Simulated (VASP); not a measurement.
# Bi: single point with PBEsol

The system is Bi.

```
CELL_PARAMETERS angstrom
-1.73785 1.73785 1.73785
1.73785 -1.73785 1.73785
1.73785 1.73785 -1.73785
ATOMIC_POSITIONS crystal
Bi 0.00000 0.00000 0.00000
```

This cell differs from its parent crystal: volume scaled by 0.7.

```
Program             : VASP 6.6.1
Task                : single point
Functional          : PBEsol
Potentials or basis : VASP PAW PBE potentials, release 64 (Bi_d)
Cutoff              : 520 eV
k mesh              : 15 × 15 × 15
Occupations         : fermi-dirac, width 0.08 eV
Spin                : no spin polarisation
```

| Item | Value |
| --- | --- |
| Pressure | 49.2 GPa |

Levels at points of the mesh, in eV from the Fermi level:
| k point | band 4 | band 5 | band 6 | band 7 | band 8 | band 9 | band 10 | band 11 | band 12 | band 13 |
| --- | --- | --- | --- | --- | --- | --- | --- | --- | --- | --- |
| (0.00, 0.00, 0.00) | -23.23 | -23.23 | -17.17 | 8.58 | 8.58 | 8.58 | 10.14 | 10.14 | 10.14 | 14.78 |

Wall time 14 s on 1 thread of Intel Xeon 6975P-C (shared host), peak memory 0.16 GiB.

Caveat: the PAW data sets were made with another functional, which shifts forces and pressure a little; spin-orbit coupling is left out, which moves the levels of the heavy elements.
